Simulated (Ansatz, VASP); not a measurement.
# YCl in VASP and in Ansatz

```xyz
4
Lattice="1.9008 1.0975 9.2957 -1.9008 1.0975 9.2957 0.0000 -2.1949 9.2957" Properties=species:S:1:pos:R:3 pbc="T T T"
Y     0.0000    0.0000    6.0468
Y     0.0000    0.0000   21.8404
Cl    0.0000    0.0000   10.8286
Cl    0.0000    0.0000   17.0586
```

Change from the starting cell: volume scaled by 1.04, crystal datasets.

Alike in both runs: task electric field gradients; functional PBEsol; k mesh 8 × 8 × 8; occupations fermi-dirac, width 0.02 eV; no spin polarisation.

|  | VASP | Ansatz |
| --- | --- | --- |
| version | VASP 6.6.1 | Ansatz 0.2.0 |
| potentials or method | VASP PAW PBE potentials, release 64 (Y_sv, Cl), cutoff 520 eV | all-electron PAW with datasets made for the crystal, scalar-relativistic |

```tsv
	VASP	Ansatz	Ansatz less VASP
pressure (GPa)	-2.4	-2.3	+0.05
traceless stress, the component that is largest in VASP (GPa)	1.39	1.35	-0.038
rms of the force components (eV/Å)	0.127	0.132	+0.0048
size of Vzz on the site where it differs most (V/Å²)	30.9	33.2	+2.27
```

VASP's potentials were made for PBE, not for PBEsol. Atom by atom the forces differ by 0.005 eV/Å (rms over components). Ansatz ran all-electron here, and VASP with PAW potentials.
